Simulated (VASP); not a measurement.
# Tl2Sn2H5 (R-3m) in VASP: further runs, part 2 of 2

VASP 6.6.1.

**5. Relaxation of cell and atoms, PBE**

This run uses another cell than the first one, of 40.38 Å³/atom.

INCAR

```
ALGO = Normal
EDIFF = 1E-7
EDIFFG = -0.04
ENCUT = 600
GGA = PE
IBRION = 2
ISIF = 3
ISMEAR = 0
LASPH = True
LCHARG = False
LREAL = False
LWAVE = False
NELM = 100
NSW = 90
PREC = Accurate
SIGMA = 0.1
```

KPOINTS

```
k-points
0
Gamma
  3 3 3
```

POSCAR

```
Tl2Sn2H5
1.0
    3.6657924500      2.1164462600      7.8066691400
   -3.6657924500      2.1164462600      7.8066691400
    0.0000000000     -4.2328925200      7.8066691400
Tl Sn H
2 2 5
Direct
    0.0603311800      0.0603311800      0.0603311800
    0.9396688200      0.9396688200      0.9396688200
    0.1565542600      0.1565542600      0.1565542600
    0.8434457400      0.8434457400      0.8434457400
    0.5000000000      0.5000000000      0.0000000000
    0.0000000000      0.5000000000      0.5000000000
    0.5000000000      0.0000000000      0.5000000000
    0.5000000000      0.5000000000      0.5000000000
    0.0000000000      0.0000000000      0.0000000000
```

Potentials or basis: VASP PAW PBE potentials, release 64 (Tl_d, Sn_d, H).

Command:

```console
> cat potpaw_PBE.64/Tl_d/POTCAR potpaw_PBE.64/Sn_d/POTCAR potpaw_PBE.64/H/POTCAR > POTCAR
> mpirun -np 1 vasp_std > vasp.out
```

OUTCAR:

```text
EDIFF = 1E-7
   EDIFFG = -0.04
   ENCUT = 600
   GGA = PE
   IBRION = 2
   ISIF = 3
   ISMEAR = 0
   LASPH = True
   LREAL = False
   NELM = 100
   NSW = 90
   PREC = Accurate

 ion  position               nearest neighbor table
   1  0.060  0.060  0.060-   9 1.41   3 2.25   2 2.83
   2  0.940  0.940  0.940-   9 1.41   4 2.25   1 2.83
   3  0.157  0.157  0.157-   1 2.25
   4  0.843  0.843  0.843-   2 2.25
   5  0.500  0.500  0.000-
   6  0.000  0.500  0.500-
   7  0.500  0.000  0.500-
   8  0.500  0.500  0.500-
   9  0.000  0.000  0.000-   1 1.41   2 1.41

  LATTYP: Found a trigonal (rhomboedric) cell.
 ALAT       =     8.8803976330
 COS(alpha) =     0.6591989561

  Lattice vectors:

 A1 = (   3.6657924500,   2.1164462600,   7.8066691400)
 A2 = (  -3.6657924500,   2.1164462600,   7.8066691400)
 A3 = (   0.0000000000,  -4.2328925200,   7.8066691400)

Analysis of symmetry for initial positions (statically):
=====================================================================
 Subroutine PRICEL returns:
 Original cell was already a primitive cell.
[... 155 lines left out ...]

--------------------------------------- Ionic step        1  -------------------------------------------

 number of electron      59.0000005 magnetization

 Free energy of the ion-electron system (eV)
  ---------------------------------------------------
  ext. energy  EPLUGINS =         0.00000000
  ---------------------------------------------------
  free energy    TOTEN  =        -6.73315550 eV

  energy without entropy =       -6.66310189  energy(sigma->0) =       -6.69812869

------------------------ aborting loop because EDIFF is reached ----------------------------------------

  FORCE on cell =-STRESS in cart. coord.  units (eV):
  Direction    XX          YY          ZZ          XY          YZ          ZX
  --------------------------------------------------------------------------------------
  -------------------------------------------------------------------------------------
  Total       -8.2459264     -8.2459265     72.0527987     -0.0000000      0.0000000     -0.0000000
  in kB      -36.3544767    -36.3544767    317.6649471     -0.0000000      0.0000000     -0.0000000
  external PRESSURE =      81.6519979 kB  Pullay stress =       0.0000000 kB
[... 583 lines left out ...]
     34       9.0636      0.00000
     35      10.6395      0.00000

[... ionic steps 4 to 17 ...]

--------------------------------------- Ionic step       18  -------------------------------------------

 number of electron      59.0000002 magnetization

------------------------ aborting loop because EDIFF is reached ----------------------------------------
[... 81 lines left out ...]
--------------------------------------- Ionic step       20  -------------------------------------------

 number of electron      58.9999995 magnetization

 Free energy of the ion-electron system (eV)
  ---------------------------------------------------
  ext. energy  EPLUGINS =         0.00000000
  ---------------------------------------------------
  free energy    TOTEN  =       -20.46773806 eV

  energy without entropy =      -20.43246353  energy(sigma->0) =      -20.45010079

 E-fermi :   2.7792     XC(G=0):  -8.3018

 val. band max:        2.7653297370   @ k =   0.3333  -0.0000   0.0000
 cond. band min:       2.8260378856   @ k =  -0.3333   0.3333   0.3333
 fundamental gap:      0.0607081486
 Fermi energy:         2.7791648113
[... 262 lines left out ...]
  FREE ENERGIE OF THE ION-ELECTRON SYSTEM (eV)
  ---------------------------------------------------
  free  energy   TOTEN  =       -20.4677380556 eV

  energy  without entropy=      -20.4324635341  energy(sigma->0) =      -20.45010079

 reached required accuracy - stopping structural energy minimisation
```

OSZICAR:

```text
N       E                     dE             d eps       ncg     rms          rms(c)
DAV:   1     0.462510545427E+03    0.46251E+03   -0.28430E+04   420   0.168E+03
DAV:   2     0.317426166226E+02   -0.43077E+03   -0.42390E+03   468   0.385E+02
DAV:   3    -0.813976059854E+01   -0.39882E+02   -0.39125E+02   490   0.135E+02
[... 305 lines left out ...]
DAV:   5    -0.204677391446E+02    0.23044E-04   -0.26054E-04   457   0.880E-02    0.168E-02
DAV:   6    -0.204677376586E+02    0.14860E-05   -0.37938E-05   524   0.366E-02    0.555E-03
DAV:   7    -0.204677379133E+02   -0.25475E-06   -0.62364E-06   482   0.216E-02    0.324E-03
DAV:   8    -0.204677380206E+02   -0.10730E-06   -0.49548E-07   361   0.445E-03    0.823E-04
DAV:   9    -0.204677380556E+02   -0.34999E-07   -0.59367E-08   237   0.179E-03
  20 F= -.20467738E+02 E0= -.20450101E+02  d E =-.114810E-02
```

It took 44 min on 1 thread of AMD EPYC 9R45 (Zen 5), shared host; peak memory 0.85 GiB.

Results:

```yaml
Free_energy: -20.4677 eV
Relaxed_volume: 21.15 Å³/atom
Relaxed_cell: a = 9.853 Å, b = 9.853 Å, c = 9.853 Å, α = 28.33°, β = 28.33°, γ = 28.33°
Space_group_after_relaxing_to_0.1_Å: R-3m (No. 166)
Pressure_after_relaxing: 0.0 GPa
Largest_force_after_relaxing: 0.019 eV/Å
Band_gap_on_the_k_mesh: zero (an odd number of electrons rules out a gap without spin polarisation)
```

Forces in eV/Å, atoms in the order of the input:
```
Tl   0.000  0.000  0.019
Tl   0.000  0.000 -0.019
Sn   0.000  0.000 -0.003
Sn   0.000  0.000  0.003
H    0.000  0.000  0.000
H    0.000  0.000  0.000
H    0.000  0.000  0.000
H    0.000  0.000  0.000
H    0.000  0.000  0.000
```

Final structure:
```
Tl Sn H
1.0
     2.41098    1.39198    9.45186
    -2.41098    1.39198    9.45186
     0.00000   -2.78397    9.45186
Tl Sn H
2 2 5
Direct
  0.06447 0.06447 0.06447
  0.93553 0.93553 0.93553
  0.17605 0.17605 0.17605
  0.82395 0.82395 0.82395
  0.50000 0.50000 0.00000
  0.00000 0.50000 0.50000
  0.50000 0.00000 0.50000
  0.50000 0.50000 0.50000
  0.00000 0.00000 0.00000
```

Caveat: the volume moved by over 15 % at a fixed basis, so the end points are rough; spin-orbit coupling is left out, which moves the levels of the heavy elements.

**6. Summary**

| task | cell | k mesh | cutoff (eV) | gap on the mesh (eV) | pressure (GPa) | largest force (eV/Å) |
| --- | --- | --- | --- | --- | --- | --- |
| single point | a = 9.021 Å, angles 30.1°, 9 atoms, atomic positions A | 3 × 3 × 3 | 520 | none | -0.2 | 0.01 |
| single point | a = 8.880 Å, angles 48.8°, 9 atoms, atomic positions B | 3 × 3 × 3 | 520 | none | 8.1 | 9.86 |
| single point | a = 13.382 Å, angles 14.7°, 9 atoms, atomic positions C | 6 × 6 × 6 | 520 | none | -0.2 | 0.02 |
| relaxation of cell and atoms | relaxed from a = 8.880 Å, angles 48.8°, 9 atoms, atomic positions B | 3 × 3 × 3 | 600 | none | 0.0 | 0.02 |

Alike in all rows: level PBE; potentials or basis VASP PAW PBE potentials, release 64 (Tl_d, Sn_d, H); no spin polarisation; smearing gaussian 0.1 eV.

Caveats: some runs use coarse meshes; spin-orbit coupling is left out, which moves the levels of the heavy elements; the stress differs along the axes, from -4 to 32 GPa (at least some runs); forces of over 1 eV/Å act on the atoms, so gaps and moduli don't describe the material at rest (at least some runs); the volume moved by over 15 % at a fixed basis, so the end points are rough (at least some runs).

Total energies depend on the potentials used, so only differences within one code and one set of settings carry meaning.

The gap in the log of VASP goes by the Fermi energy; the results here count the filled bands.